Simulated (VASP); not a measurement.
# TaN (P-6m2) in VASP: notebook, part 2 of 2

VASP 6.6.1. Earlier steps stand in the parts before.

## Step 3: Single point, PBEsol

This run uses another cell than the first one, of the same volume but with other edges.

Contents of INCAR:

```
SYSTEM = TaN
ALGO = Normal
EDIFF = 1E-6
ENCUT = 520
GGA = PS
ISIF = 2
ISMEAR = 0
LASPH = .TRUE.
LCHARG = .FALSE.
LREAL = .FALSE.
LWAVE = .FALSE.
NBANDS = 15
NELM = 80
PREC = Accurate
SIGMA = 0.15
```

Contents of KPOINTS:

```
k-points
0
G
  24 24 24
  0 0 0
```

Contents of POSCAR:

```
TaN
1.0
    2.8325538785      0.0000000000      0.0000000000
   -1.4162769393      2.4530636163      0.0000000000
    0.0000000000      0.0000000000      3.0590537972
Ta N
1 1
Direct
    0.3333333333      0.6666666667      0.5000000000
    0.0000000000      0.0000000000      0.0000000000
```

Potentials or basis: VASP PAW PBE potentials, release 64 (Ta_pv, N).

Command:

```bash
> cat potpaw_PBE.64/Ta_pv/POTCAR potpaw_PBE.64/N/POTCAR > POTCAR
> mpirun -np 1 vasp_std > vasp.out
```

OUTCAR:

```text
SYSTEM = TaN
   EDIFF = 1E-6
   ENCUT = 520
   GGA = PS
   ISIF = 2
   ISMEAR = 0
   LASPH = .TRUE.
   LREAL = .FALSE.
   NELM = 80
   PREC = Accurate

 ion  position               nearest neighbor table
   1  0.333  0.667  0.500-   2 2.24   2 2.24   2 2.24   2 2.24   2 2.24   2 2.24
   2  0.000  0.000  0.000-   1 2.24   1 2.24   1 2.24   1 2.24   1 2.24   1 2.24

  LATTYP: Found a hexagonal cell.
 ALAT       =     2.8325538785
 C/A-ratio  =     1.0799631458

  Lattice vectors:

 A1 = (   2.8325538785,   0.0000000000,   0.0000000000)
 A2 = (  -1.4162769393,   2.4530636163,   0.0000000000)
 A3 = (   0.0000000000,   0.0000000000,   3.0590537972)

Analysis of symmetry for initial positions (statically):
=====================================================================
 Subroutine PRICEL returns:
 Original cell was already a primitive cell.

 Routine SETGRP: Setting up the symmetry group for a
 hexagonal supercell.

 Subroutine GETGRP returns: Found 12 space group operations
 (whereof 12 operations were pure point group operations)
 out of a pool of 24 trial point group operations.

The static configuration has the point symmetry D_3h.

Analysis of symmetry for dynamics (positions and initial velocities):
=====================================================================
 Subroutine PRICEL returns:
 Original cell was already a primitive cell.

 Routine SETGRP: Setting up the symmetry group for a
 hexagonal supercell.

 Subroutine GETGRP returns: Found 12 space group operations
 (whereof 12 operations were pure point group operations)
 out of a pool of 24 trial point group operations.

The dynamic configuration has the point symmetry D_3h.

 Subroutine INISYM returns: Found 12 space group operations
 (whereof 12 operations are pure point group operations),
 and found     1 'primitive' translations

----------------------------------------------------------------------------------------

                                     Primitive cell

  volume of cell :      21.2556
[... 119 lines left out ...]
   LRPA    =     F    only Hartree local field effects (RPA)
 non-spin polarized calculation
 Gauss-broadening in eV      SIGMA  =   0.15
  energy-cutoff  :      520.00
  volume of cell :       21.26
 maximum number of plane-waves:       592
 NGX is ok and might be reduce to    24

 number of electron      16.0000000 magnetization

 Free energy of the ion-electron system (eV)
  ---------------------------------------------------
  ext. energy  EPLUGINS =         0.00000000
  ---------------------------------------------------
  free energy    TOTEN  =       -23.54875700 eV

  energy without entropy =      -23.54819590  energy(sigma->0) =      -23.54847645

 E-fermi :   8.1123     XC(G=0): -13.5940

 val. band max:        8.1058744122   @ k =   0.0000   0.0000   0.4167
 cond. band min:       8.1155112035   @ k =   0.2917   0.2917   0.0000
 fundamental gap:      0.0096367912
 Fermi energy:         8.1122883368

 k-point     1 :       0.0000    0.0000    0.0000
  band No.  band energies     occupation
      1     -26.7769      2.00000
      2     -26.1691      2.00000
      3     -26.1691      2.00000
      4      -9.4862      2.00000
      5       3.5121      2.00000
      6       4.3976      2.00000
      7       4.3976      2.00000
      8       4.7845      2.00000
      9      11.3238      0.00000
     10      11.3238      0.00000
     11      11.4303      0.00000
     12      12.1765      0.00000
     13      12.1765      0.00000
     14      21.2394      0.00000
[... 401 lines left out ...]
      2     -26.5608      2.00000
      3     -26.4976      2.00000
      4      -6.8756      2.00000
      5       0.0314      2.00000
      6       2.2425      2.00000
      7       4.4104      2.00000
      8       5.6455      2.00000
      9      10.7013      0.00000
     10      12.9461      0.00000
     11      13.1761      0.00000
     12      13.8199      0.00000
     13      15.9788      0.00000
     14      20.2582      0.00000
     15      21.5746      0.00000

 [... further k-points ...]

------------------------ aborting loop because EDIFF is reached ----------------------------------------

  FORCE on cell =-STRESS in cart. coord.  units (eV):
  Direction    XX          YY          ZZ          XY          YZ          ZX
  --------------------------------------------------------------------------------------
  -------------------------------------------------------------------------------------
  Total        2.6971504      2.6971504     -5.3785636     -0.0000000     -0.0000000      0.0000000
  in kB      203.3019971    203.3019970   -405.4177758     -0.0000000     -0.0000000      0.0000000
  external PRESSURE =       0.3954061 kB  Pullay stress =       0.0000000 kB

 VOLUME and BASIS-vectors are now :
 -----------------------------------------------------------------------------
  energy-cutoff  :      520.00
  volume of cell :       21.26
      direct lattice vectors                 reciprocal lattice vectors
     2.832553879  0.000000000  0.000000000     0.353038298  0.203826756  0.000000000
    -1.416276939  2.453063616  0.000000000     0.000000000  0.407653513  0.000000000
     0.000000000  0.000000000  3.059053797     0.000000000  0.000000000  0.326898468

 POSITION                                       TOTAL-FORCE (eV/Angst)
 -----------------------------------------------------------------------------------
     -0.00000      1.63538      1.52953        -0.000000     -0.000000      0.000000
      0.00000      0.00000      0.00000         0.000000      0.000000      0.000000
 -----------------------------------------------------------------------------------
    total drift:                                0.000000     -0.000000     -0.000000

  FREE ENERGIE OF THE ION-ELECTRON SYSTEM (eV)
  ---------------------------------------------------
  free  energy   TOTEN  =       -23.5487569987 eV

  energy  without entropy=      -23.5481958965  energy(sigma->0) =      -23.54847645
```

Run time: 2.7 min. Hardware: 1 thread of Intel Xeon Platinum 8259CL at 2.50GHz (Skylake/Cascade Lake), shared host; peak memory 0.36 GiB.

What came out:

* Free energy: -23.5488 eV
* Pressure: 0.0 GPa
* Band gap on the k mesh: zero (band 8 reaches 8.35 eV, above the bottom of band 9 at 7.98 eV)

Caveat: the PAW data sets were made with another functional, which shifts forces and pressure a little; spin-orbit coupling is left out, which moves the levels of the heavy elements.

## Step 4: Single point, PBEsol

This run uses another cell than the first one, of the same volume but with other edges.

Contents of INCAR:

```
SYSTEM = TaN
PREC = Accurate
ENCUT = 520
EDIFF = 1E-7
ISMEAR = 0
SIGMA = 0.15
LREAL = .FALSE.
LASPH = .TRUE.
NELM = 100
ALGO = Normal
ISIF = 2
LWAVE = .FALSE.
LCHARG = .FALSE.
GGA = PS
NBANDS = 15
```

Contents of KPOINTS:

```
Automatic mesh
0
G
  24 24 24
  0 0 0
```

Contents of POSCAR:

```
TaN
1.0
    2.9640486671      0.0000000000      0.0000000000
   -1.4820243336      2.5669414438      0.0000000000
    0.0000000000      0.0000000000      2.7936552635
Ta N
1 1
Direct
    0.3333333333      0.6666666667      0.5000000000
    0.0000000000      0.0000000000      0.0000000000
```

Command:

```bash
> cat potpaw_PBE.64/Ta_pv/POTCAR potpaw_PBE.64/N/POTCAR > POTCAR
> mpirun -np 1 vasp_std > vasp.out
```

It took 2.8 min on 1 thread of Intel Xeon Platinum 8259CL at 2.50GHz (Skylake/Cascade Lake), shared host; peak memory 0.36 GiB.

It converged, with:

* Free energy: -23.7561 eV
* Pressure: 2.4 GPa
* Band gap on the k mesh: zero (band 8 reaches 8.63 eV, above the bottom of band 9 at 8.19 eV)

Stress tensor (GPa, compression positive):
```
-6.74  0.00  0.00
 0.00 -6.74  0.00
 0.00  0.00 20.74
```

Levels at points of the mesh, in eV from the Fermi level:
| k point | band 5 | band 6 | band 7 | band 8 | band 9 | band 10 | band 11 | band 12 |
| --- | --- | --- | --- | --- | --- | --- | --- | --- |
| (0.00, 0.00, 0.00) | -4.93 | -4.93 | -4.21 | -2.65 | 2.01 | 3.90 | 3.90 | 4.18 |
| (0.50, 0.00, 0.00) | -8.43 | -4.88 | -3.55 | -3.39 | 3.25 | 3.74 | 5.12 | 5.54 |
| (0.00, 0.00, 0.50) | -9.43 | -4.11 | -4.11 | -0.05 | -0.05 | 3.05 | 3.06 | 3.06 |
| (0.50, 0.00, 0.50) | -7.45 | -6.19 | -6.04 | -0.17 | 4.22 | 5.23 | 6.47 | 7.11 |

Caveat: the PAW data sets were made with another functional, which shifts forces and pressure a little; spin-orbit coupling is left out, which moves the levels of the heavy elements.

## Step 5: Summary

```csv
cell,gap on the mesh (eV),pressure (GPa)
"a = 3.006, b = 3.006, c = 2.716 Å, angles 90.0, 90.0, 120.0°, 2 atoms",none,5.0
"a = 2.833, b = 2.833, c = 3.059 Å, angles 90.0, 90.0, 120.0°, 2 atoms",none,0.0
"a = 2.964, b = 2.964, c = 2.794 Å, angles 90.0, 90.0, 120.0°, 2 atoms",none,2.4
```

Alike in all rows: task single point; level PBEsol; potentials or basis VASP PAW PBE potentials, release 64 (Ta_pv, N); no spin polarisation; k mesh 24 × 24 × 24; cutoff (eV) 520; smearing gaussian 0.15 eV.

Caveats: the PAW data sets were made with another functional, which shifts forces and pressure a little; spin-orbit coupling is left out, which moves the levels of the heavy elements.

Absolute energies hang on the potentials; compare differences alone.
